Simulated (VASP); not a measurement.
Here is a VASP 6.6.1 calculation.

POSCAR

```
SrO
1.0
    0.0000000000      2.6040655976      2.6040655976
    2.6040655976      0.0000000000      2.6040655976
    2.6040655976      2.6040655976      0.0000000000
Sr O
1 1
Direct
    0.5000000000      0.5000000000      0.5000000000
    0.0000000000      0.0000000000      0.0000000000
```

INCAR.step1

```
SYSTEM = SrO
PREC     = Accurate       ! precision mode
ENCUT    = 520            ! plane-wave cutoff, eV
ISMEAR   = 0              ! smearing method
SIGMA    = 0.05           ! smearing width, eV
LREAL    = .FALSE.        ! projectors in reciprocal space
LASPH    = .TRUE.         ! aspherical terms in the spheres
NELM     = 100            ! most SCF steps
NBANDS   = 15             ! bands
GGA      = PE             ! functional
ALGO     = Normal         ! electronic algorithm
EDIFF    = 1E-4           ! SCF threshold, eV
LWAVE    = .TRUE.         ! write WAVECAR
LCHARG   = .FALSE.        ! write CHGCAR
```

INCAR.step2

```
SYSTEM = SrO
PREC     = Accurate       ! precision mode
ENCUT    = 520            ! plane-wave cutoff, eV
EDIFF    = 1E-6           ! SCF threshold, eV
ISMEAR   = 0              ! smearing method
SIGMA    = 0.05           ! smearing width, eV
LREAL    = .FALSE.        ! projectors in reciprocal space
LASPH    = .TRUE.         ! aspherical terms in the spheres
NELM     = 100            ! most SCF steps
ALGO     = Normal         ! electronic algorithm
ISIF     = 2              ! what is computed and relaxed
LWAVE    = .FALSE.        ! write WAVECAR
LCHARG   = .TRUE.         ! write CHGCAR
METAGGA  = R2SCAN         ! meta-GGA
LMIXTAU  = .TRUE.       
LUSE_VDW = .TRUE.       
IVDW_NL  = 2            
BPARAM   = 11.95        
CPARAM   = 0.0093       
LELF     = .TRUE.         ! ELF
LVHAR    = .TRUE.       
NBANDS   = 15             ! bands
ISTART   = 1
```

File KPOINTS:

```
Automatic mesh
0
G
  8 8 8
  0 0 0
```

Potentials or basis: VASP PAW PBE potentials, release 64 (Sr_sv, O).

Run with:

```bash
$ cat potpaw_PBE.64/Sr_sv/POTCAR potpaw_PBE.64/O/POTCAR > POTCAR
$ cp INCAR.step1 INCAR
$ mpirun -np 1 vasp_std > vasp.out
$ cp INCAR.step2 INCAR
$ mpirun -np 1 vasp_std > vasp.out
```

Task: Estimate the pressure.

Result: -2.9 GPa.

Task: Estimate the band gap on the k mesh.

Result: 3.71 eV, indirect (least direct gap 3.82 eV).

Caveat: the PAW data sets were made with another functional, which shifts forces and pressure a little. A k mesh can miss the band edges.
